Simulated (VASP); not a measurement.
# CoO (Fm-3m) in VASP: further runs, part 2 of 2

VASP 6.6.1.

## Step 4: Relaxation of cell and atoms, PBE+D3(BJ), collinear spin, ferromagnetic start

Contents of INCAR:

```
ALGO = Normal
EDIFF = 1E-7
EDIFFG = -0.01
ENCUT = 600
GGA = PE
GGA_COMPAT = False
IBRION = 2
ISIF = 3
ISMEAR = -1
ISPIN = 2
IVDW = 12
LASPH = True
LCHARG = False
LMAXMIX = 4
LORBIT = 11
LREAL = False
LWAVE = False
MAGMOM = 2 0
NELM = 200
NELMIN = 4
NSW = 60
PREC = Accurate
SIGMA = 0.05
```

Contents of KPOINTS:

```
k-points
0
Gamma
  11 11 11
```

Contents of POSCAR:

```
CoO
1.0
    0.0000000000      2.1315000000      2.1315000000
    2.1315000000      0.0000000000      2.1315000000
    2.1315000000      2.1315000000      0.0000000000
Co O
1 1
Direct
    0.0000000000      0.0000000000      0.0000000000
    0.5000000000      0.5000000000      0.5000000000
```

Potentials or basis: VASP PAW PBE potentials, release 64 (Co_sv, O).

Started as:

```sh
> cat potpaw_PBE.64/Co_sv/POTCAR potpaw_PBE.64/O/POTCAR > POTCAR
> mpirun -np 1 vasp_std > vasp.out
```

OUTCAR:

```text
EDIFF = 1E-7
   EDIFFG = -0.01
   ENCUT = 600
   GGA = PE
   IBRION = 2
   ISIF = 3
   ISMEAR = -1
   ISPIN = 2
   IVDW = 12
   LASPH = True
   LORBIT = 11
   LREAL = False
   NELM = 200
   NELMIN = 4
   NSW = 60
   PREC = Accurate
 IVDW          = 12

 ion  position               nearest neighbor table
   1  0.000  0.000  0.000-   2 2.13   2 2.13   2 2.13   2 2.13   2 2.13   2 2.13
   2  0.500  0.500  0.500-   1 2.13   1 2.13   1 2.13   1 2.13   1 2.13   1 2.13

  LATTYP: Found a face centered cubic cell.
 ALAT       =     4.2630000000

  Lattice vectors:

 A1 = (   0.0000000000,   2.1315000000,   2.1315000000)
 A2 = (   2.1315000000,   0.0000000000,   2.1315000000)
 A3 = (   2.1315000000,   2.1315000000,   0.0000000000)

Analysis of symmetry for initial positions (statically):
[... 25 lines left out ...]
The dynamic configuration has the point symmetry O_h .

Analysis of structural, dynamic, and magnetic symmetry:
=====================================================================
 Subroutine PRICEL returns:
[... 7 lines left out ...]
 out of a pool of 48 trial point group operations.

The overall configuration has the point symmetry O_h .

 Subroutine INISYM returns: Found 48 space group operations
[... 5 lines left out ...]
                                     Primitive cell

  volume of cell :      19.3681

  direct lattice vectors                    reciprocal lattice vectors
     0.000000000  2.131500000  2.131500000    -0.234576589  0.234576589  0.234576589
     2.131500000  0.000000000  2.131500000     0.234576589 -0.234576589  0.234576589
     2.131500000  2.131500000  0.000000000     0.234576589  0.234576589 -0.234576589

  length of vectors
     3.014396208  3.014396208  3.014396208     0.406298571  0.406298571  0.406298571

  position of ions in fractional coordinates (direct lattice)
     0.000000000  0.000000000  0.000000000
     0.500000000  0.500000000  0.500000000

  ion indices of the primitive-cell ions
   primitive index   ion index
                 1           1
                 2           2

----------------------------------------------------------------------------------------

 KPOINTS: k-points

Automatic generation of k-mesh.
 Grid dimensions read from file:
 generate k-points for:   11   11   11

 Generating k-lattice:

  Cartesian coordinates                     Fractional coordinates (reciprocal lattice)
    -0.021325144  0.021325144  0.021325144     0.090909091  0.000000000  0.000000000
     0.021325144 -0.021325144  0.021325144     0.000000000  0.090909091  0.000000000
     0.021325144  0.021325144 -0.021325144     0.000000000  0.000000000  0.090909091

  Length of vectors
     0.036936234  0.036936234  0.036936234

  Shift w.r.t. Gamma in fractional coordinates (k-lattice)
     0.000000000  0.000000000  0.000000000

 Subroutine IBZKPT returns following result:
 ===========================================

 Found     56 irreducible k-points:

 Following reciprocal coordinates:
            Coordinates               Weight
  0.000000  0.000000  0.000000      1.000000
  0.090909  0.000000  0.000000      8.000000
  0.181818  0.000000  0.000000      8.000000
  0.272727  0.000000  0.000000      8.000000
  0.363636  0.000000  0.000000      8.000000
  0.454545  0.000000  0.000000      8.000000
[... 16 lines left out ...]
 -0.272727  0.181818  0.000000     24.000000
 -0.181818  0.181818  0.000000     12.000000
 [... further k-points ...]
   k-points           NKPTS =     56   k-points in BZ     NKDIM =     56   number of bands    NBANDS=     16
   number of dos      NEDOS =    301   number of ions     NIONS =      2
   total plane-waves  NPLWV =  13824
   dimension x,y,z NGX =    24 NGY =   24 NGZ =   24
   dimension x,y,z NGXF=    48 NGYF=   48 NGZF=   48
   ions per type =               1   1
   NGX,Y,Z   is equivalent  to a cutoff of  13.24, 13.24, 13.24 a.u.
   NGXF,Y,Z  is equivalent  to a cutoff of  26.47, 26.47, 26.47 a.u.
 SYSTEM =  unknown system
   PREC   = accura    normal or accurate (medium, high low for compatibility)
   ISTART =      0    job   : 0-new  1-cont  2-samecut
   ICHARG =      2    charge: 1-file 2-atom 10-const
   ISPIN  =      2    spin polarized calculation?
   LNONCOLLINEAR =      F non collinear calculations
   LSORBIT =      F    spin-orbit coupling
   LASPH  =      T    aspherical Exc in radial PAW
   ENCUT  =  600.0 eV  44.10 Ry    6.64 a.u.   6.02  6.02  6.02*2*pi/ulx,y,z
   NELM   =    200;   NELMIN=  4; NELMDL= -5     # of ELM steps
   EDIFF  = 0.1E-06   stopping-criterion for ELM
   LREAL  =      F    real-space projection
   EDIFFG = -.1E-01   stopping-criterion for IOM
   NSW    =     60    number of steps for IOM
   IBRION =      2    ionic relax: 0-MD 1-quasi-New 2-CG
   NFREE  =      1    steps in history (QN), initial steepest desc. (CG)
   ISIF   =      3    stress and relaxation
   ISYM   =      2    0-nonsym 1-usesym 2-fastsym
   POTIM  = 0.5000    time-step for ionic-motion
   TEBEG  =    0.0;   TEEND  =   0.0 temperature during run
   PSTRESS=    0.0 pullay stress
   NELECT =      23.0000    total number of electrons
   NUPDOWN=      -1.0000    fix difference up-down
   EMIN   =  10.00;   EMAX   =-10.00  energy-range for DOS
   EFERMI =   0.00;   METHOD = LEGACY
   ISMEAR =    -1;   SIGMA  =   0.05  broadening in eV -4-tet -1-fermi 0-gaus
   EFERMI_NEDOS =   21; number of points for ismear=-14 and -15
   IALGO  =     38    algorithm
   IMIX   =      4    mixing-type and parameters
     AMIX     =   0.40;   BMIX     =  1.00
     AMIX_MAG =   1.60;   BMIX_MAG =  1.00
  volume/ion in A,a.u.               =       9.68        65.35
  Fermi-wavevector in a.u.,A,eV,Ry     =   1.733626  3.276078 40.891759  3.005460
  Thomas-Fermi vector in A             =   2.807577
   LORBIT       =     11    0 simple, 1 ext, 2 COOP (PROOUT), +10 PAW based schemes
   GGA     = PE    functional components
   LHFCALC =     F    Hartree Fock is set to
   AEXX    =    0.0000 exact exchange contribution
   IVDW    =    12    specifies the selected vdW correction
   LEPSILON=     F    determine dielectric tensor
   LRPA    =     F    only Hartree local field effects (RPA)
 conjugate gradient relaxation of ions
 spin polarized calculation
  energy-cutoff  :      600.00
  volume of cell :       19.37
 maximum number of plane-waves:       660
   NGX = 13   NGY = 13   NGZ = 13

--------------------------------------- Ionic step        1  -------------------------------------------

 number of electron      22.9999976 magnetization       2.9220361

 Free energy of the ion-electron system (eV)
  ---------------------------------------------------
  ext. energy  EPLUGINS =         0.00000000
  ---------------------------------------------------
  free energy    TOTEN  =       -13.13896087 eV

  energy without entropy =      -13.10486865  energy(sigma->0) =      -13.12191476

------------------------ aborting loop because EDIFF is reached ----------------------------------------

 Edisp (eV)   -0.51531

 E8    (eV) :    -0.1985
[... 31 lines left out ...]
--------------------------------------- Ionic step        2  -------------------------------------------

 number of electron      23.0000022 magnetization       2.6860927

 E-fermi :  10.0561     XC(G=0): -13.1345

 val. band max:       10.0551047432   @ k =  -0.3636   0.4545   0.0909
 cond. band min:      10.0576965392   @ k =   0.0909   0.0909   0.0000
 fundamental gap:      0.0025917960
 Fermi energy:        10.0560604395

 spin component 1

 k-point     1 :       0.0000    0.0000    0.0000
  band No.  band energies     occupation
      1     -86.7131      1.00000
      2     -49.9647      1.00000
      3     -49.9647      1.00000
      4     -49.9646      1.00000
      5     -10.8959      1.00000
      6       6.5465      1.00000
[... 986 lines left out ...]
--------------------------------------- Ionic step        4  -------------------------------------------

 number of electron      23.0000012 magnetization       2.8105758

 Free energy of the ion-electron system (eV)
  ---------------------------------------------------
  ext. energy  EPLUGINS =         0.00000000
  ---------------------------------------------------
  free energy    TOTEN  =       -13.14049934 eV

  energy without entropy =      -13.10696159  energy(sigma->0) =      -13.12373046

 E-fermi :   9.6058     XC(G=0): -12.9595

 val. band max:        9.6001564896   @ k =  -0.2727   0.1818   0.0000
 cond. band min:       9.6171568306   @ k =   0.3636   0.1818   0.0000
 fundamental gap:      0.0170003410
 Fermi energy:         9.6058146546

 spin component 1

 k-point     1 :       0.0000    0.0000    0.0000
  band No.  band energies     occupation
      1     -87.2409      1.00000
      2     -50.4893      1.00000
      3     -50.4893      1.00000
      4     -50.4893      1.00000
      5     -11.0582      1.00000
      6       6.2383      1.00000
[... 940 lines left out ...]
  FREE ENERGIE OF THE ION-ELECTRON SYSTEM (eV)
  ---------------------------------------------------
  free  energy   TOTEN  =       -13.6040344461 eV

  energy  without entropy=      -13.5704966889  energy(sigma->0) =      -13.58726557

 reached required accuracy - stopping structural energy minimisation

 total charge

# of ion       s       p       d       tot
------------------------------------------
    1        2.146   6.069   6.687  14.902
    2        1.553   3.448   0.000   5.001
--------------------------------------------------
tot          3.699   9.517   6.687  19.903

 magnetization (x)

# of ion       s       p       d       tot
------------------------------------------
    1        0.014   0.011   2.416   2.440
    2        0.030   0.241   0.000   0.271
--------------------------------------------------
tot          0.044   0.252   2.416   2.712
```

OSZICAR:

```text
N       E                     dE             d eps       ncg     rms          rms(c)
DAV:   1     0.224036361971E+03    0.22404E+03   -0.14939E+04  4560   0.359E+03
DAV:   2    -0.497885367126E+01   -0.22902E+03   -0.22326E+03  5208   0.761E+02
[... 49 lines left out ...]
DAV:   3    -0.131405119179E+02    0.43305E-03   -0.16805E-03  4816   0.116E+00    0.774E-02
DAV:   4    -0.131405126364E+02   -0.71849E-06   -0.15959E-04  5016   0.137E-01    0.645E-02
DAV:   5    -0.131405036951E+02    0.89413E-05   -0.17160E-05  5576   0.978E-02    0.295E-02
DAV:   6    -0.131405003246E+02    0.33705E-05   -0.12941E-05  5568   0.411E-02    0.130E-02
DAV:   7    -0.131404992879E+02    0.10367E-05   -0.27688E-06  5536   0.316E-02    0.204E-03
DAV:   8    -0.131404993432E+02   -0.55323E-07   -0.23464E-07  3464   0.541E-03
   4 F= -.13604034E+02 E0= -.13587266E+02  d E =0.502361E-01  mag=     2.8106
```

Wall time 89 s (1 thread of Intel Xeon Platinum 8488C (Sapphire Rapids), shared host); peak memory 0.18 GiB.

What came out:

| Quantity | Value |
| --- | --- |
| Free energy | -13.6040 eV |
| Relaxed volume | 9.24 Å³/atom |
| Relaxed cell | a = 2.968 Å, b = 2.968 Å, c = 2.968 Å, α = 60.00°, β = 60.00°, γ = 60.00° |
| Space group after relaxing (to 0.05 Å) | Fm-3m (No. 225) |
| Energy gained by relaxing | -25.1 meV/atom |
| Ionic steps | 4 |
| Pressure after relaxing | 0.0 GPa |
| Net moment | 2.81 μB per cell |
| Site moments | Co +2.44; O +0.27 μB |
| Valence electrons inside the program's atomic spheres | Co 14.90; O 5.00 |
| Dispersion energy per atom | -0.232 eV |

Step by step:
```csv
step,energy change (eV),largest force (eV/Å),pressure (GPa),volume (Å³)
1,0.0000,0.0000,-8.51,19.37
2,0.0587,0.0000,5.12,17.96
3,0.0502,0.0000,0.27,18.46
4,0.0502,0.0000,-0.05,18.48
```

Final structure:
```
Co O
1.0
     0.00000    2.09852    2.09852
     2.09852    0.00000    2.09852
     2.09852    2.09852    0.00000
Co O
1 1
Direct
  0.00000 0.00000 0.00000
  0.50000 0.50000 0.50000
```

Caveat: a cell with one magnetic atom can't hold antiferromagnetic order, which such compounds often take; semilocal functionals often make such compounds metallic where correlation or magnetic order opens a gap, which also shifts bond lengths; pairwise dispersion overbinds metals, which lowers pressure and volume.

## Step 5: Single point, PBE, collinear spin, ferromagnetic start

Contents of INCAR:

```
PREC     = Accurate       # precision mode
ENCUT    = 600            # plane-wave cutoff, eV
EDIFF    = 1E-6           # SCF threshold, eV
ISMEAR   = -1             # smearing method
SIGMA    = 0.05           # smearing width, eV
LREAL    = F              # projectors in reciprocal space
LASPH    = T              # aspherical terms in the spheres
NELM     = 200            # most SCF steps
ALGO     = Normal         # electronic algorithm
ISIF     = 2              # what is computed and relaxed
LWAVE    = F              # write WAVECAR
LCHARG   = F              # write CHGCAR
ISPIN    = 2              # spin polarisation
MAGMOM   = 2 0            # initial moments
LORBIT   = 11             # projections on sites
LMAXMIX  = 4              # l up to which the mixer works
GGA      = PE             # functional
NBANDS   = 18             # bands
GGA_COMPAT= F
```

Contents of KPOINTS:

```
regular mesh
0
Gamma
  6 6 6
```

POSCAR is that of step 4.

Potentials or basis: VASP PAW PBE potentials, release 64 (Co, O).

Started as:

```sh
> cat potpaw_PBE.64/Co/POTCAR potpaw_PBE.64/O/POTCAR > POTCAR
> mpirun -np 1 vasp_std > vasp.out
```

It took 7.2 s on 1 thread of Intel Xeon 6975P-C (Granite Rapids), shared host; peak memory 0.14 GiB.

The run converged. Its results:

| Item | Value |
| --- | --- |
| Free energy | -13.0711 eV |
| Pressure | -4.1 GPa |
| Net moment | 2.76 μB per cell |
| Site moments | Co +2.46; O +0.25 μB |
| Valence electrons inside the program's atomic spheres | Co 7.80; O 4.97 |

Levels at points of the mesh, in eV from the Fermi level:
Spin up:
```
           k point  band 5  band 6  band 7  band 8  band 9  band 10  band 11  band 12  band 13  band 14
(0.00, 0.00, 0.00)   -3.12   -3.12   -2.97   -2.97   -2.97     1.00    16.86    18.14    18.14    18.14
(0.50, 0.00, 0.00)   -2.25   -2.25   -1.71    0.14    0.14     5.08     9.33    13.44    13.44    20.47
(0.50, 0.50, 0.00)   -3.82   -2.83   -2.34   -1.96   -1.96     5.88     9.81    11.70    15.74    15.74
```
Spin down:
```tsv
k point	band 3	band 4	band 5	band 6	band 7	band 8	band 9	band 10
(0.00, 0.00, 0.00)	-2.65	-2.65	-1.10	-1.10	-1.10	0.06	0.06	1.50
(0.50, 0.00, 0.00)	-4.66	-4.66	-0.14	-0.14	0.16	2.65	2.66	5.34
(0.50, 0.50, 0.00)	-3.88	-3.88	-2.21	0.11	0.11	0.53	0.98	6.70
```

Caveat: the k points lie up to 0.43 Å⁻¹ apart; a cell with one magnetic atom can't hold antiferromagnetic order, which such compounds often take; semilocal functionals often make such compounds metallic where correlation or magnetic order opens a gap, which also shifts bond lengths.

## Step 6: Single point, LDA, collinear spin, ferromagnetic start

This run uses another cell than the first one, of 8.48 Å³/atom, 0.875 times its volume.

Contents of INCAR:

```
PREC = Accurate
ENCUT = 600
EDIFF = 1E-6
ISMEAR = -1
SIGMA = 0.05
LREAL = F
LASPH = T
NELM = 200
ALGO = Normal
ISIF = 2
LWAVE = F
LCHARG = F
ISPIN = 2
MAGMOM = 2 0
LORBIT = 11
LMAXMIX = 4
NBANDS = 22
GGA_COMPAT = F
```

Contents of KPOINTS:

```
regular mesh
0
Gamma
  11 11 11
```

Contents of POSCAR:

```
CoO
1.0
    0.0000000000      2.0389512353      2.0389512353
    2.0389512353      0.0000000000      2.0389512353
    2.0389512353      2.0389512353      0.0000000000
Co O
1 1
Direct
    0.0000000000      0.0000000000      0.0000000000
    0.5000000000      0.5000000000      0.5000000000
```

Potentials or basis: VASP PAW LDA potentials, release 64 (Co_sv, O).

Started as:

```sh
> cat potpaw_LDA.64/Co_sv/POTCAR potpaw_LDA.64/O/POTCAR > POTCAR
> mpirun -np 1 vasp_std > vasp.out
```

Wall time 23 s (1 thread of Intel Xeon 6975P-C (Granite Rapids), shared host); peak memory 0.15 GiB.

The run converged. Its results:

| Item | Value |
| --- | --- |
| Free energy | -14.8856 eV |
| Pressure | -4.1 GPa |
| Net moment | 2.07 μB per cell |
| Site moments | Co +1.82; O +0.17 μB |
| Valence electrons inside the program's atomic spheres | Co 15.01; O 4.98 |

Levels at points of the mesh, in eV from the Fermi level:
Spin up:
```tsv
k point	band 11	band 12	band 13	band 14	band 15	band 16
(0.00, 0.00, 0.00)	-2.88	-2.74	-2.74	1.74	16.99	19.04
```
Spin down:
```csv
k point,band 6,band 7,band 8,band 9,band 10,band 11,band 12,band 13,band 14,band 15
"(0.00, 0.00, 0.00)",-3.62,-3.62,-3.62,-1.47,-1.47,-1.47,-0.79,-0.79,2.11,17.05
```

Caveat: a cell with one magnetic atom can't hold antiferromagnetic order, which such compounds often take; semilocal functionals often make such compounds metallic where correlation or magnetic order opens a gap, which also shifts bond lengths. With open d or f shells a metallic result of LDA can be an artefact of self-interaction; +U or a hybrid may open a gap.

## Step 7: Summary

| task | level | potentials or basis | cell | k mesh | second run | gap on the mesh (eV) | pressure (GPa) | moment (μB) | relaxed volume (Å³/atom) |
| --- | --- | --- | --- | --- | --- | --- | --- | --- | --- |
| relaxation of cell and atoms | BLYP | VASP PAW PBE potentials, release 64 (Co, O) | relaxed from a = 3.014 Å, angles 60.0°, 2 atoms | 11 × 11 × 11 | - | none | 0.0 | 2.85 | 9.94 |
| single point | PBE | VASP PAW PBE potentials, release 64 (Co_sv, O) | a = 3.014 Å, angles 60.0°, 2 atoms | 11 × 11 × 11 | valence_matched | none | -4.8 | 2.92 | - |
| relaxation of cell and atoms | PBE+D3(BJ) | VASP PAW PBE potentials, release 64 (Co_sv, O) | relaxed from a = 3.014 Å, angles 60.0°, 2 atoms | 11 × 11 × 11 | valence_matched | none | 0.0 | 2.81 | 9.24 |
| single point | PBE | VASP PAW PBE potentials, release 64 (Co, O) | a = 3.014 Å, angles 60.0°, 2 atoms | 6 × 6 × 6 | - | none | -4.1 | 2.76 | - |
| single point | LDA | VASP PAW LDA potentials, release 64 (Co_sv, O) | a = 2.884 Å, angles 60.0°, 2 atoms | 11 × 11 × 11 | valence_matched | none | -4.1 | 2.07 | - |

Alike in all rows: spin collinear, ferromagnetic start; cutoff (eV) 600; smearing fermi-dirac 0.05 eV.

Caveats: some runs use coarse meshes; a cell with one magnetic atom can't hold antiferromagnetic order, which such compounds often take; semilocal functionals often make such compounds metallic where correlation or magnetic order opens a gap, which also shifts bond lengths; the PAW data sets were made with another functional, which shifts forces and pressure a little (some runs); pairwise dispersion overbinds metals, which lowers pressure and volume (some runs).

Total energies depend on the potentials used, so only differences within one code and one set of settings carry meaning.
